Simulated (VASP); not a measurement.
# Ti (Pm-3m) in VASP: further runs, part 2 of 2

VASP 6.6.1. The steps go on from the part before.

**3. Single point, PBE**

This run uses another cell than the first one, of 17.30 Å³/atom.

The input, INCAR:

```
SYSTEM = Ti
PREC = Accurate
ENCUT = 520
EDIFF = 1E-6
ISMEAR = -1
SIGMA = 0.06122561905347299
LREAL = .False.
LASPH = .True.
NELM = 100
ALGO = Normal
ISIF = 2
LWAVE = .False.
LCHARG = .True.
GGA = PE
LELF = .True.
LVHAR = .True.
NBANDS = 12
```

The input, KPOINTS:

```
Automatic mesh
0
Gamma
  41 41 41
  0 0 0
```

The input, POSCAR:

```
Ti
1.0
    2.5861835036      0.0000000000      0.0000000000
    0.0000000000      2.5861835036      0.0000000000
    0.0000000000      0.0000000000      2.5861835036
Ti
1
Direct
    0.0000000000      0.0000000000      0.0000000000
```

Potentials or basis: VASP PAW PBE potentials, release 64 (Ti_sv).

On the command line:

```sh
cat potpaw_PBE.64/Ti_sv/POTCAR > POTCAR
mpirun -np 1 vasp_std > vasp.out
```

OUTCAR:

```text
SYSTEM = Ti
   PREC = Accurate
   ENCUT = 520
   EDIFF = 1E-6
   ISMEAR = -1
   LREAL = .False.
   LASPH = .True.
   NELM = 100
   ISIF = 2
   GGA = PE

 ion  position               nearest neighbor table
   1  0.000  0.000  0.000-

  LATTYP: Found a simple cubic cell.
 ALAT       =     2.5861835036

  Lattice vectors:

 A1 = (   2.5861835036,   0.0000000000,   0.0000000000)
 A2 = (   0.0000000000,   2.5861835036,   0.0000000000)
 A3 = (   0.0000000000,   0.0000000000,   2.5861835036)

Analysis of symmetry for initial positions (statically):
=====================================================================
 Subroutine PRICEL returns:
 Original cell was already a primitive cell.

 Routine SETGRP: Setting up the symmetry group for a
 simple cubic supercell.

 Subroutine GETGRP returns: Found 48 space group operations
 (whereof 48 operations were pure point group operations)
 out of a pool of 48 trial point group operations.

The static configuration has the point symmetry O_h .

Analysis of symmetry for dynamics (positions and initial velocities):
=====================================================================
 Subroutine PRICEL returns:
 Original cell was already a primitive cell.

 Routine SETGRP: Setting up the symmetry group for a
 simple cubic supercell.

 Subroutine GETGRP returns: Found 48 space group operations
 (whereof 48 operations were pure point group operations)
 out of a pool of 48 trial point group operations.

The dynamic configuration has the point symmetry O_h .

 Subroutine INISYM returns: Found 48 space group operations
 (whereof 48 operations are pure point group operations),
 and found     1 'primitive' translations

----------------------------------------------------------------------------------------

                                     Primitive cell

  volume of cell :      17.2973
[... 111 lines left out ...]
   LORBIT       =      0    0 simple, 1 ext, 2 COOP (PROOUT), +10 PAW based schemes
   GGA     = PE    functional components
   LHFCALC =     F    Hartree Fock is set to
   AEXX    =    0.0000 exact exchange contribution
   IVDW    =     0    specifies the selected vdW correction
   LEPSILON=     F    determine dielectric tensor
   LRPA    =     F    only Hartree local field effects (RPA)
 non-spin polarized calculation
  energy-cutoff  :      520.00
  volume of cell :       17.30
 maximum number of plane-waves:       480
 NGX is ok and might be reduce to    20
   NGX =  9   NGY =  9   NGZ =  9

 number of electron      12.0000003 magnetization

 Free energy of the ion-electron system (eV)
  ---------------------------------------------------
  ext. energy  EPLUGINS =         0.00000000
  ---------------------------------------------------
  free energy    TOTEN  =        -6.99612851 eV

  energy without entropy =       -6.97009931  energy(sigma->0) =       -6.98311391

 E-fermi :   8.1793     XC(G=0): -11.4097

 val. band max:        8.1782825171   @ k =   0.2927   0.1220   0.0000
 cond. band min:       8.1794713227   @ k =   0.3171   0.0732   0.0732
 fundamental gap:      0.0011888056
 Fermi energy:         8.1793188295

 k-point     1 :       0.0000    0.0000    0.0000
  band No.  band energies     occupation
      1     -48.3295      2.00000
      2     -24.0245      2.00000
      3     -24.0245      2.00000
      4     -24.0245      2.00000
      5       2.3353      2.00000
      6       6.7644      2.00000
      7       6.7644      2.00000
      8      12.3570      0.00000
      9      12.3570      0.00000
     10      12.3571      0.00000
     11      24.5441      0.00000
     12      24.5441      0.00000
[... 331 lines left out ...]
 k-point    24 :       0.0732    0.0244    0.0000
  band No.  band energies     occupation
      1     -48.3207      2.00000
      2     -24.0802      2.00000
      3     -24.0260      2.00000
      4     -24.0192      2.00000
      5       2.4983      2.00000
      6       6.8111      2.00000
      7       6.8814      2.00000
      8      12.2140      0.00000
      9      12.2296      0.00000
     10      12.3528      0.00000
     11      23.4774      0.00000
     12      24.6271      0.00000

 [... further k-points ...]

------------------------ aborting loop because EDIFF is reached ----------------------------------------

  FORCE on cell =-STRESS in cart. coord.  units (eV):
  Direction    XX          YY          ZZ          XY          YZ          ZX
  --------------------------------------------------------------------------------------
  -------------------------------------------------------------------------------------
  Total        0.5736832      0.5736832      0.5736832      0.0000000      0.0000000      0.0000000
  in kB       53.1379354     53.1379354     53.1379354      0.0000000      0.0000000      0.0000000
  external PRESSURE =      53.1379354 kB  Pullay stress =       0.0000000 kB

 VOLUME and BASIS-vectors are now :
 -----------------------------------------------------------------------------
  energy-cutoff  :      520.00
  volume of cell :       17.30
      direct lattice vectors                 reciprocal lattice vectors
     2.586183504  0.000000000  0.000000000     0.386670164  0.000000000  0.000000000
     0.000000000  2.586183504  0.000000000     0.000000000  0.386670164  0.000000000
     0.000000000  0.000000000  2.586183504     0.000000000  0.000000000  0.386670164

 POSITION                                       TOTAL-FORCE (eV/Angst)
 -----------------------------------------------------------------------------------
      0.00000      0.00000      0.00000         0.000000      0.000000      0.000000
 -----------------------------------------------------------------------------------
    total drift:                                0.000000      0.000000      0.000000

  FREE ENERGIE OF THE ION-ELECTRON SYSTEM (eV)
  ---------------------------------------------------
  free  energy   TOTEN  =        -6.9961285125 eV

  energy  without entropy=       -6.9700993112  energy(sigma->0) =       -6.98311391
```

stdout:

```text
POSCAR found type information on POSCAR Ti
 POSCAR found :  1 types and       1 ions
 scaLAPACK will be used
 LDA part: xc-table for (Slater+PW92), standard interpolation
 POSCAR, INCAR and KPOINTS ok, starting setup
 FFT: planning ... GRIDC
 FFT: planning ... GRID_SOFT
 FFT: planning ... GRID
 WAVECAR not read
 entering main loop
```

It took 88 s on 1 thread of Intel Xeon 6975P-C (Granite Rapids), shared host; peak memory 0.43 GiB.

Results:

* Free energy: -6.9961 eV
* Pressure: 5.3 GPa
* Band gap on the k mesh: zero (bands 6 and 7 overlap by 2.36 eV)

Caveat: the cell stands under pressure.

**4. Single point, PBE**

This run uses another cell than the first one, of 17.67 Å³/atom.

The input, INCAR:

```
SYSTEM = Ti
PREC     = Accurate       ! precision mode
ENCUT    = 520            ! plane-wave cutoff, eV
EDIFF    = 1E-6           ! SCF threshold, eV
ISMEAR   = -1             ! smearing method
SIGMA    = 0.06122561905347299 ! smearing width, eV
LREAL    = .FALSE.        ! projectors in reciprocal space
LASPH    = .TRUE.         ! aspherical terms in the spheres
NELM     = 80             ! most SCF steps
ALGO     = Normal         ! electronic algorithm
ISIF     = 2              ! what is computed and relaxed
LWAVE    = .FALSE.        ! write WAVECAR
LCHARG   = .FALSE.        ! write CHGCAR
GGA      = PE             ! functional
NBANDS   = 12             ! bands
```

The input, KPOINTS:

```
Automatic mesh
0
G
  41 41 41
  0 0 0
```

The input, POSCAR:

```
Ti
1.0
    2.6043966635      0.0000000000      0.0000000000
    0.0000000000      2.6043966635      0.0000000000
    0.0000000000      0.0000000000      2.6043966635
Ti
1
Direct
    0.0000000000      0.0000000000      0.0000000000
```

On the command line:

```sh
cat potpaw_PBE.64/Ti_sv/POTCAR > POTCAR
mpirun -np 1 vasp_std > vasp.out
```

Wall time 86 s (1 thread of Intel Xeon 6975P-C (Granite Rapids), shared host); peak memory 0.44 GiB.

Results (log left out):

| Item | Value |
| --- | --- |
| Free energy | -7.0062 eV |
| Pressure | 3.4 GPa |
| Band gap on the k mesh | zero (bands 6 and 7 overlap by 2.30 eV) |

Levels at points of the mesh, in eV from the Fermi level:
| k point | band 2 | band 3 | band 4 | band 5 | band 6 | band 7 | band 8 | band 9 | band 10 | band 11 |
| --- | --- | --- | --- | --- | --- | --- | --- | --- | --- | --- |
| (0.00, 0.00, 0.00) | -32.26 | -32.26 | -32.26 | -5.80 | -1.37 | -1.37 | 4.08 | 4.08 | 4.08 | 16.13 |

Caveat: the cell stands under pressure.

**5. Single point, PBE**

This run uses another cell than the first one, of 18.03 Å³/atom.

The input, INCAR:

```
  PREC = Accurate
  ENCUT = 520
  EDIFF = 1E-6
  ISMEAR = -1
  SIGMA = 0.06122561905347299
  LREAL = F
  LASPH = T
  NELM = 60
  ALGO = Normal
  ISIF = 2
  LWAVE = F
  LCHARG = F
  GGA = PE
  NBANDS = 12
```

The input, KPOINTS:

```
regular mesh
0
Gamma
  41 41 41
```

The input, POSCAR:

```
Ti
1.0
    2.6223585874      0.0000000000      0.0000000000
    0.0000000000      2.6223585874      0.0000000000
    0.0000000000      0.0000000000      2.6223585874
Ti
1
Direct
    0.0000000000      0.0000000000      0.0000000000
```

Potentials or basis: VASP PAW PBE potentials, release 64 (Ti_sv).

On the command line:

```sh
cat potpaw_PBE.64/Ti_sv/POTCAR > POTCAR
mpirun -np 1 vasp_std > vasp.out
```

OUTCAR:

```text
PREC = Accurate
   ENCUT = 520
   EDIFF = 1E-6
   ISMEAR = -1
   LREAL = F
   LASPH = T
   NELM = 60
   ISIF = 2
   GGA = PE

 ion  position               nearest neighbor table
   1  0.000  0.000  0.000-

  LATTYP: Found a simple cubic cell.
 ALAT       =     2.6223585874

  Lattice vectors:

 A1 = (   2.6223585874,   0.0000000000,   0.0000000000)
 A2 = (   0.0000000000,   2.6223585874,   0.0000000000)
 A3 = (   0.0000000000,   0.0000000000,   2.6223585874)

[... 528 lines left out ...]
      3     -24.5685      2.00000
      4     -24.5625      2.00000
      5       2.1458      2.00000
      6       6.4622      2.00000
      7       6.5269      2.00000
      8      11.5989      0.00000
      9      11.6136      0.00000
     10      11.7292      0.00000
     11      22.5912      0.00000
     12      23.7197      0.00000

 [... further k-points ...]
[... 5 lines left out ...]
  --------------------------------------------------------------------------------------
  -------------------------------------------------------------------------------------
  Total        0.1778154      0.1778154      0.1778154      0.0000000      0.0000000     -0.0000000
  in kB       15.7980544     15.7980544     15.7980544      0.0000000      0.0000000     -0.0000000
  external PRESSURE =      15.7980544 kB  Pullay stress =       0.0000000 kB

 VOLUME and BASIS-vectors are now :
 -----------------------------------------------------------------------------
  energy-cutoff  :      520.00
  volume of cell :       18.03
      direct lattice vectors                 reciprocal lattice vectors
     2.622358587  0.000000000  0.000000000     0.381336101  0.000000000  0.000000000
     0.000000000  2.622358587  0.000000000     0.000000000  0.381336101  0.000000000
     0.000000000  0.000000000  2.622358587     0.000000000  0.000000000  0.381336101

 POSITION                                       TOTAL-FORCE (eV/Angst)
 -----------------------------------------------------------------------------------
      0.00000      0.00000      0.00000         0.000000      0.000000      0.000000
 -----------------------------------------------------------------------------------
    total drift:                                0.000000      0.000000      0.000000

  FREE ENERGIE OF THE ION-ELECTRON SYSTEM (eV)
  ---------------------------------------------------
  free  energy   TOTEN  =        -7.0119509489 eV

  energy  without entropy=       -6.9850405406  energy(sigma->0) =       -6.99849574
```

Run time: 86 s. Hardware: 1 thread of Intel Xeon 6975P-C (Granite Rapids), shared host; peak memory 0.44 GiB.

What came out:

```yaml
Free_energy: -7.0120 eV
Pressure: 1.6 GPa
Band_gap_on_the_k_mesh: zero (bands 6 and 7 overlap by 2.24 eV)
```

**6. The runs side by side**

| cell | gap on the mesh (eV) | pressure (GPa) |
| --- | --- | --- |
| a = 2.692 Å, 1 atom | none | -4.2 |
| a = 2.586 Å, 1 atom | none | 5.3 |
| a = 2.604 Å, 1 atom | none | 3.4 |
| a = 2.622 Å, 1 atom | none | 1.6 |

Alike in all rows: task single point; level PBE; potentials or basis VASP PAW PBE potentials, release 64 (Ti_sv); no spin polarisation; k mesh 41 × 41 × 41; cutoff (eV) 520; smearing fermi-dirac 0.0612256 eV.

Caveats: the cell stands under pressure (at least some runs); the cell stands under tension (at least some runs).

Total energies depend on the potentials used, so only differences within one code and one set of settings carry meaning.
